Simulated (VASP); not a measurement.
# Ta2N (P-3m1) in VASP: notebook

The runs below take Ta2N through single point, with LDA, PBEsol.

Everything below comes from runs of VASP 6.6.1. Logs are shortened: lines on timing, memory, paths and dates and some standing lists are left out, and cuts for length are marked.

## Step 1: The cell of the first run

Symmetry: P-3m1, No. 164, trigonal system. Conventional cell: a = 3.113 Å, b = 3.113 Å, c = 4.870 Å, α = 90.00°, β = 90.00°, γ = 120.00°. Within 2.9 Å of Ta (site symmetry 3m) lie 3 N at 2.18 Å. Within 2.9 Å of N (site symmetry -3m) lie 6 Ta at 2.18 Å.

## Step 2: Single point, LDA

INCAR

```
SYSTEM = Ta2N
PREC     = Accurate       ! precision mode
ENCUT    = 520            ! plane-wave cutoff, eV
EDIFF    = 1E-7           ! SCF threshold, eV
ISMEAR   = -1             ! smearing method
SIGMA    = 0.05           ! smearing width, eV
LREAL    = .FALSE.        ! projectors in reciprocal space
LASPH    = .TRUE.         ! aspherical terms in the spheres
NELM     = 100            ! most SCF steps
ALGO     = Normal         ! electronic algorithm
ISIF     = 2              ! what is computed and relaxed
LWAVE    = .FALSE.        ! write WAVECAR
LCHARG   = .FALSE.        ! write CHGCAR
GGA      = CA             ! functional
NBANDS   = 20             ! bands
```

KPOINTS

```
Automatic mesh
0
G
  10 10 6
  0 0 0
```

POSCAR

```
Ta2N
1.0
    3.1128615060      0.0000000000      0.0000000000
   -1.5564307530      2.6958171426      0.0000000000
    0.0000000000      0.0000000000      4.8698410000
Ta N
2 1
Direct
    0.3333333333      0.6666666667      0.2547110000
    0.6666666667      0.3333333333      0.7452890000
    0.0000000000      0.0000000000      0.0000000000
```

Potentials or basis: VASP PAW LDA potentials, release 64 (Ta_pv, N).

On the command line:

```
cat potpaw_LDA.64/Ta_pv/POTCAR potpaw_LDA.64/N/POTCAR > POTCAR
mpirun -np 1 vasp_std > vasp.out
```

OUTCAR:

```text
SYSTEM = Ta2N
   PREC = Accurate
   ENCUT = 520
   EDIFF = 1E-7
   ISMEAR = -1
   LREAL = .FALSE.
   LASPH = .TRUE.
   NELM = 100
   ISIF = 2
   GGA = CA

 ion  position               nearest neighbor table
   1  0.333  0.667  0.255-   3 2.18   3 2.18   3 2.18   2 2.99   2 2.99   2 2.99   2 3.06   2 3.06
                             2 3.06
   2  0.667  0.333  0.745-   3 2.18   3 2.18   3 2.18   1 2.99   1 2.99   1 2.99   1 3.06   1 3.06
                             1 3.06
   3  0.000  0.000  0.000-   1 2.18   2 2.18   1 2.18   2 2.18   2 2.18   1 2.18

  LATTYP: Found a hexagonal cell.
 ALAT       =     3.1128615060
 C/A-ratio  =     1.5644258476

  Lattice vectors:

 A1 = (   3.1128615060,   0.0000000000,   0.0000000000)
 A2 = (  -1.5564307530,   2.6958171426,   0.0000000000)
 A3 = (   0.0000000000,   0.0000000000,   4.8698410000)

Analysis of symmetry for initial positions (statically):
=====================================================================
 Subroutine PRICEL returns:
 Original cell was already a primitive cell.

 Routine SETGRP: Setting up the symmetry group for a
 hexagonal supercell.

 Subroutine GETGRP returns: Found 12 space group operations
 (whereof 12 operations were pure point group operations)
 out of a pool of 24 trial point group operations.

The static configuration has the point symmetry D_3d.

Analysis of symmetry for dynamics (positions and initial velocities):
=====================================================================
 Subroutine PRICEL returns:
 Original cell was already a primitive cell.

 Routine SETGRP: Setting up the symmetry group for a
 hexagonal supercell.

 Subroutine GETGRP returns: Found 12 space group operations
 (whereof 12 operations were pure point group operations)
 out of a pool of 24 trial point group operations.

The dynamic configuration has the point symmetry D_3d.

 Subroutine INISYM returns: Found 12 space group operations
 (whereof 12 operations are pure point group operations),
 and found     1 'primitive' translations

----------------------------------------------------------------------------------------

                                     Primitive cell

  volume of cell :      40.8663

  direct lattice vectors                    reciprocal lattice vectors
     3.112861506  0.000000000  0.000000000     0.321247829  0.185472520  0.000000000
    -1.556430753  2.695817143  0.000000000     0.000000000  0.370945041  0.000000000
     0.000000000  0.000000000  4.869841000     0.000000000  0.000000000  0.205345513

  length of vectors
     3.112861506  3.112861506  4.869841000     0.370945041  0.370945041  0.205345513

  position of ions in fractional coordinates (direct lattice)
     0.333333333  0.666666667  0.254711000
     0.666666667  0.333333333  0.745289000
     0.000000000  0.000000000  0.000000000

  ion indices of the primitive-cell ions
   primitive index   ion index
                 1           1
                 2           2
                 3           3

----------------------------------------------------------------------------------------

 KPOINTS: Automatic mesh

Automatic generation of k-mesh.
 Grid dimensions read from file:
 generate k-points for:   10   10    6

 Generating k-lattice:

  Cartesian coordinates                     Fractional coordinates (reciprocal lattice)
     0.032124783  0.018547252  0.000000000     0.100000000  0.000000000  0.000000000
     0.000000000  0.037094504  0.000000000     0.000000000  0.100000000  0.000000000
     0.000000000  0.000000000  0.034224252     0.000000000  0.000000000  0.166666667

  Length of vectors
     0.037094504  0.037094504  0.034224252

  Shift w.r.t. Gamma in fractional coordinates (k-lattice)
     0.000000000  0.000000000  0.000000000

 Subroutine IBZKPT returns following result:
 ===========================================

 Found     72 irreducible k-points:

 Following reciprocal coordinates:
            Coordinates               Weight
  0.000000  0.000000  0.000000      1.000000
  0.100000 -0.000000  0.000000      6.000000
  0.200000 -0.000000  0.000000      6.000000
  0.300000 -0.000000  0.000000      6.000000
  0.400000 -0.000000  0.000000      6.000000
  0.500000  0.000000  0.000000      3.000000
[... 16 lines left out ...]
  0.000000  0.400000  0.166667      6.000000
  0.500000  0.000000  0.166667      6.000000
 [... further k-points ...]
   k-points           NKPTS =     72   k-points in BZ     NKDIM =     72   number of bands    NBANDS=     20
   number of dos      NEDOS =    301   number of ions     NIONS =      3
   total plane-waves  NPLWV =  20736
   dimension x,y,z NGX =    24 NGY =   24 NGZ =   36
   dimension x,y,z NGXF=    48 NGYF=   48 NGZF=   72
   ions per type =               2   1
   NGX,Y,Z   is equivalent  to a cutoff of  12.82, 12.82, 12.29 a.u.
   NGXF,Y,Z  is equivalent  to a cutoff of  25.63, 25.63, 24.58 a.u.
 SYSTEM =  Ta2N
   PREC   = accura    normal or accurate (medium, high low for compatibility)
   ISTART =      0    job   : 0-new  1-cont  2-samecut
   ICHARG =      2    charge: 1-file 2-atom 10-const
   ISPIN  =      1    spin polarized calculation?
   LNONCOLLINEAR =      F non collinear calculations
   LSORBIT =      F    spin-orbit coupling
   LASPH  =      T    aspherical Exc in radial PAW
   ENCUT  =  520.0 eV  38.22 Ry    6.18 a.u.   5.79  5.79  9.05*2*pi/ulx,y,z
   NELM   =    100;   NELMIN=  2; NELMDL= -5     # of ELM steps
   EDIFF  = 0.1E-06   stopping-criterion for ELM
   LREAL  =      F    real-space projection
   EDIFFG = 0.1E-05   stopping-criterion for IOM
   NSW    =      0    number of steps for IOM
   IBRION =     -1    ionic relax: 0-MD 1-quasi-New 2-CG
   NFREE  =      0    steps in history (QN), initial steepest desc. (CG)
   ISIF   =      2    stress and relaxation
   ISYM   =      2    0-nonsym 1-usesym 2-fastsym
   POTIM  = 0.5000    time-step for ionic-motion
   TEBEG  =    0.0;   TEEND  =   0.0 temperature during run
   PSTRESS=    0.0 pullay stress
   NELECT =      27.0000    total number of electrons
   NUPDOWN=      -1.0000    fix difference up-down
   EMIN   =  10.00;   EMAX   =-10.00  energy-range for DOS
   EFERMI =   0.00;   METHOD = LEGACY
   ISMEAR =    -1;   SIGMA  =   0.05  broadening in eV -4-tet -1-fermi 0-gaus
   EFERMI_NEDOS =   21; number of points for ismear=-14 and -15
   IALGO  =     38    algorithm
   IMIX   =      4    mixing-type and parameters
     AMIX     =   0.40;   BMIX     =  1.00
     AMIX_MAG =   1.60;   BMIX_MAG =  1.00
  volume/ion in A,a.u.               =      13.62        91.93
  Fermi-wavevector in a.u.,A,eV,Ry     =   1.425852  2.694469 27.661374  2.033054
  Thomas-Fermi vector in A             =   2.546192
   LORBIT       =      0    0 simple, 1 ext, 2 COOP (PROOUT), +10 PAW based schemes
   GGA     = CA    functional components
   LHFCALC =     F    Hartree Fock is set to
   AEXX    =    0.0000 exact exchange contribution
   IVDW    =     0    specifies the selected vdW correction
   LEPSILON=     F    determine dielectric tensor
   LRPA    =     F    only Hartree local field effects (RPA)
 non-spin polarized calculation
  energy-cutoff  :      520.00
  volume of cell :       40.87
 maximum number of plane-waves:      1114
 NGX is ok and might be reduce to    24
   NGX = 11   NGY = 11   NGZ = 19

 number of electron      26.9999998 magnetization

 Free energy of the ion-electron system (eV)
  ---------------------------------------------------
  ext. energy  EPLUGINS =         0.00000000
  ---------------------------------------------------
  free energy    TOTEN  =       -37.57621647 eV

  energy without entropy =      -37.56244319  energy(sigma->0) =      -37.56932983

 E-fermi :   7.3073     XC(G=0): -13.0467

 val. band max:        7.3072814513   @ k =  -0.1000   0.4000   0.1667
 cond. band min:       7.3096331879   @ k =   0.0000   0.4000   0.3333
 fundamental gap:      0.0023517366
 Fermi energy:         7.3073065302

 k-point     1 :       0.0000    0.0000    0.0000
  band No.  band energies     occupation
      1     -28.1694      2.00000
      2     -27.4422      2.00000
      3     -27.4422      2.00000
      4     -27.3143      2.00000
      5     -27.3143      2.00000
      6     -27.1955      2.00000
[... 12 lines left out ...]
     19       8.4531      0.00000
     20      12.4106      0.00000

 k-point     2 :       0.1000   -0.0000    0.0000
  band No.  band energies     occupation
      1     -28.1396      2.00000
      2     -27.5018      2.00000
      3     -27.4637      2.00000
      4     -27.3738      2.00000
      5     -27.3191      2.00000
      6     -27.2072      2.00000
[... 12 lines left out ...]
     19       9.1785      0.00000
     20      12.3378      0.00000

 k-point     3 :       0.2000   -0.0000    0.0000
  band No.  band energies     occupation
      1     -28.0563      2.00000
      2     -27.6581      2.00000
      3     -27.5219      2.00000
      4     -27.5161      2.00000
      5     -27.3352      2.00000
      6     -27.2439      2.00000
[... 12 lines left out ...]
     19      10.8217      0.00000
     20      11.9198      0.00000

 k-point     4 :       0.3000   -0.0000    0.0000
  band No.  band energies     occupation
      1     -27.9438      2.00000
      2     -27.8450      2.00000
      3     -27.6921      2.00000
      4     -27.5761      2.00000
      5     -27.3592      2.00000
      6     -27.3063      2.00000
[... 12 lines left out ...]
     19      11.4936      0.00000
     20      12.5049      0.00000

 k-point     5 :       0.4000   -0.0000    0.0000
  band No.  band energies     occupation
      1     -28.0160      2.00000
      2     -27.8248      2.00000
      3     -27.8011      2.00000
      4     -27.6222      2.00000
      5     -27.3846      2.00000
      6     -27.3805      2.00000
[... 12 lines left out ...]
     19      11.5245      0.00000
     20      12.1328      0.00000
[... 353 lines left out ...]
      6     -27.3225      2.00000
[... 12 lines left out ...]
     19      11.0173      0.00000
     20      12.8160      0.00000

 k-point    22 :       0.4000   -0.0000    0.1667
  band No.  band energies     occupation
      1     -28.0360      2.00000
      2     -27.8994      2.00000
      3     -27.7207      2.00000
      4     -27.6081      2.00000
      5     -27.3951      2.00000
      6     -27.3680      2.00000
[... 12 lines left out ...]
     19      11.8311      0.00000
     20      12.2281      0.00000

 k-point    23 :       0.0000    0.4000    0.1667
  band No.  band energies     occupation
      1     -28.0763      2.00000
      2     -27.8645      2.00000
      3     -27.7003      2.00000
      4     -27.6046      2.00000
      5     -27.3988      2.00000
      6     -27.3819      2.00000
[... 12 lines left out ...]
     19      11.4626      0.00000
     20      13.3532      0.00000

 k-point    24 :       0.5000    0.0000    0.1667
  band No.  band energies     occupation
      1     -28.1060      2.00000
      2     -27.9235      2.00000
      3     -27.6720      2.00000
      4     -27.6230      2.00000
      5     -27.4105      2.00000
      6     -27.4060      2.00000
[... 12 lines left out ...]
     19      11.8575      0.00000
     20      12.6702      0.00000

 [... further k-points ...]
[... 5 lines left out ...]
  --------------------------------------------------------------------------------------
  -------------------------------------------------------------------------------------
  Total       -3.3857481     -3.3857481     -3.3518925      0.0000000      0.0000000     -0.0000000
  in kB     -132.7395096   -132.7395096   -131.4121895      0.0000000      0.0000000     -0.0000000
  external PRESSURE =    -132.2970696 kB  Pullay stress =       0.0000000 kB

 VOLUME and BASIS-vectors are now :
 -----------------------------------------------------------------------------
  energy-cutoff  :      520.00
  volume of cell :       40.87
      direct lattice vectors                 reciprocal lattice vectors
     3.112861506  0.000000000  0.000000000     0.321247829  0.185472520  0.000000000
    -1.556430753  2.695817143  0.000000000     0.000000000  0.370945041  0.000000000
     0.000000000  0.000000000  4.869841000     0.000000000  0.000000000  0.205345513

 POSITION                                       TOTAL-FORCE (eV/Angst)
 -----------------------------------------------------------------------------------
     -0.00000      1.79721      1.24040         0.000000      0.000000     -0.404984
      1.55643      0.89861      3.62944        -0.000000     -0.000000      0.404984
      0.00000      0.00000      0.00000         0.000000      0.000000      0.000000
 -----------------------------------------------------------------------------------
    total drift:                               -0.000000      0.000000      0.000000

  FREE ENERGIE OF THE ION-ELECTRON SYSTEM (eV)
  ---------------------------------------------------
  free  energy   TOTEN  =       -37.5762164662 eV

  energy  without entropy=      -37.5624431940  energy(sigma->0) =      -37.56932983
```

It took 18 s on 1 thread of Intel Xeon 6975P-C (Granite Rapids), shared host; peak memory 0.17 GiB.

What came out:

```yaml
Free_energy: -37.5762 eV
Pressure: -13.2 GPa
Largest_force: 0.405 eV/Å
```

Forces on the atoms (eV/Å):
```
Ta   0.000  0.000 -0.405
Ta   0.000  0.000  0.405
N    0.000  0.000  0.000
```

Stress tensor (GPa, compression positive):
```
-13.27   0.00   0.00
  0.00 -13.27   0.00
  0.00   0.00 -13.14
```

Caveat: spin-orbit coupling is left out, which moves the levels of the heavy elements.

## Step 3: Single point, PBEsol

INCAR

```
ALGO     = Normal         # electronic algorithm
EDIFF    = 1E-7           # SCF threshold, eV
ENCUT    = 520            # plane-wave cutoff, eV
GGA      = PS             # functional
ISIF     = 2              # what is computed and relaxed
ISMEAR   = -1             # smearing method
LASPH    = True           # aspherical terms in the spheres
LCHARG   = False          # write CHGCAR
LREAL    = False          # projectors in reciprocal space
LWAVE    = False          # write WAVECAR
NBANDS   = 20             # bands
NELM     = 80             # most SCF steps
PREC     = Accurate       # precision mode
SIGMA    = 0.05           # smearing width, eV
```

KPOINTS

```
k-points
0
Gamma
  10 10 6
```

POSCAR is that of step 2.

Potentials or basis: VASP PAW PBE potentials, release 64 (Ta_pv, N).

On the command line:

```
cat potpaw_PBE.64/Ta_pv/POTCAR potpaw_PBE.64/N/POTCAR > POTCAR
mpirun -np 1 vasp_std > vasp.out
```

OUTCAR:

```text
EDIFF = 1E-7
   ENCUT = 520
   GGA = PS
   ISIF = 2
   ISMEAR = -1
   LASPH = True
   LREAL = False
   NELM = 80
   PREC = Accurate

 ion  position               nearest neighbor table
   1  0.333  0.667  0.255-   3 2.18   3 2.18   3 2.18   2 2.99   2 2.99   2 2.99   2 3.06   2 3.06
                             2 3.06
   2  0.667  0.333  0.745-   3 2.18   3 2.18   3 2.18   1 2.99   1 2.99   1 2.99   1 3.06   1 3.06
                             1 3.06
   3  0.000  0.000  0.000-   1 2.18   2 2.18   1 2.18   2 2.18   2 2.18   1 2.18

  LATTYP: Found a hexagonal cell.
 ALAT       =     3.1128615060
 C/A-ratio  =     1.5644258476

  Lattice vectors:

 A1 = (   3.1128615060,   0.0000000000,   0.0000000000)
 A2 = (  -1.5564307530,   2.6958171426,   0.0000000000)
 A3 = (   0.0000000000,   0.0000000000,   4.8698410000)

Analysis of symmetry for initial positions (statically):
=====================================================================
 Subroutine PRICEL returns:
 Original cell was already a primitive cell.

 Routine SETGRP: Setting up the symmetry group for a
 hexagonal supercell.

 Subroutine GETGRP returns: Found 12 space group operations
 (whereof 12 operations were pure point group operations)
[... 160 lines left out ...]
  ext. energy  EPLUGINS =         0.00000000
  ---------------------------------------------------
  free energy    TOTEN  =       -36.45993105 eV

  energy without entropy =      -36.44625150  energy(sigma->0) =      -36.45309128

 E-fermi :   7.2911     XC(G=0): -12.9755

 val. band max:        7.2875508905   @ k =  -0.1000   0.4000   0.1667
 cond. band min:       7.2923372515   @ k =   0.0000   0.3000   0.3333
 fundamental gap:      0.0047863610
 Fermi energy:         7.2910802701

 k-point     1 :       0.0000    0.0000    0.0000
  band No.  band energies     occupation
      1     -28.3341      2.00000
      2     -27.6166      2.00000
      3     -27.6166      2.00000
      4     -27.4903      2.00000
      5     -27.4903      2.00000
      6     -27.3722      2.00000
[... 541 lines left out ...]
     19      11.8324      0.00000
     20      12.6782      0.00000

 [... further k-points ...]
[... 5 lines left out ...]
  --------------------------------------------------------------------------------------
  -------------------------------------------------------------------------------------
  Total       -2.2633050     -2.2633050     -2.0942914      0.0000000      0.0000000      0.0000000
  in kB      -88.7337139    -88.7337139    -82.1074732      0.0000000      0.0000000      0.0000000
  external PRESSURE =     -86.5249670 kB  Pullay stress =       0.0000000 kB

 VOLUME and BASIS-vectors are now :
 -----------------------------------------------------------------------------
  energy-cutoff  :      520.00
  volume of cell :       40.87
      direct lattice vectors                 reciprocal lattice vectors
     3.112861506  0.000000000  0.000000000     0.321247829  0.185472520  0.000000000
    -1.556430753  2.695817143  0.000000000     0.000000000  0.370945041  0.000000000
     0.000000000  0.000000000  4.869841000     0.000000000  0.000000000  0.205345513

 POSITION                                       TOTAL-FORCE (eV/Angst)
 -----------------------------------------------------------------------------------
     -0.00000      1.79721      1.24040        -0.000000      0.000000     -0.249306
      1.55643      0.89861      3.62944         0.000000     -0.000000      0.249306
      0.00000      0.00000      0.00000        -0.000000      0.000000     -0.000000
 -----------------------------------------------------------------------------------
    total drift:                               -0.000000      0.000000      0.000000

  FREE ENERGIE OF THE ION-ELECTRON SYSTEM (eV)
  ---------------------------------------------------
  free  energy   TOTEN  =       -36.4599310512 eV

  energy  without entropy=      -36.4462515033  energy(sigma->0) =      -36.45309128
```

Run time: 24 s. Hardware: 1 thread of Intel Xeon Platinum 8488C (Sapphire Rapids), shared host; peak memory 0.19 GiB.

What came out:

```
Free energy   : -36.4599 eV
Pressure      : -8.7 GPa
Largest force : 0.249 eV/Å
```

Forces in eV/Å, atoms in the order of the input:
```
Ta   0.000  0.000 -0.249
Ta   0.000  0.000  0.249
N    0.000  0.000  0.000
```

Caveat: the PAW data sets were made with another functional, which shifts forces and pressure a little; spin-orbit coupling is left out, which moves the levels of the heavy elements.
